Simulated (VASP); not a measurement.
Here is a VASP 6.6.1 calculation.

File INCAR:

```
PREC = Accurate
ENCUT = 500
EDIFF = 1E-6
ISMEAR = -1
SIGMA = 0.1
LREAL = F
LASPH = T
NELM = 120
ALGO = Normal
ISIF = 2
LWAVE = F
LCHARG = T
GGA = RE
LELF = T
LVHAR = T
NBANDS = 19
GGA_COMPAT = F
```

The input KPOINTS:

```
regular mesh
0
Gamma
  6 6 3
```

File POSCAR:

```
Zr
1.0
    3.2522339605      0.0000000000      0.0000000000
   -1.6261169802      2.8165172289      0.0000000000
    0.0000000000      0.0000000000      5.1990389916
Zr
2
Direct
    0.3333333333      0.6666666667      0.2500000000
    0.6666666667      0.3333333333      0.7500000000
```

Potentials or basis: VASP PAW PBE potentials, release 64 (Zr_sv).

The run is started by

```console
$ cat potpaw_PBE.64/Zr_sv/POTCAR > POTCAR
$ mpirun -np 1 vasp_std > vasp.out
```

Q: Predict the pressure.

A: 0.5 GPa.

Q: What does it give for the band gap on the k mesh?

A: Zero (band 12 reaches 9.68 eV, above the bottom of band 13 at 8.81 eV).

Stress tensor (GPa, compression positive):
```
0.57 0.00 0.00
0.00 0.57 0.00
0.00 0.00 0.24
```

Caveat: the k points lie up to 0.40 Å⁻¹ apart; the PAW data sets were made with another functional, which shifts forces and pressure a little.
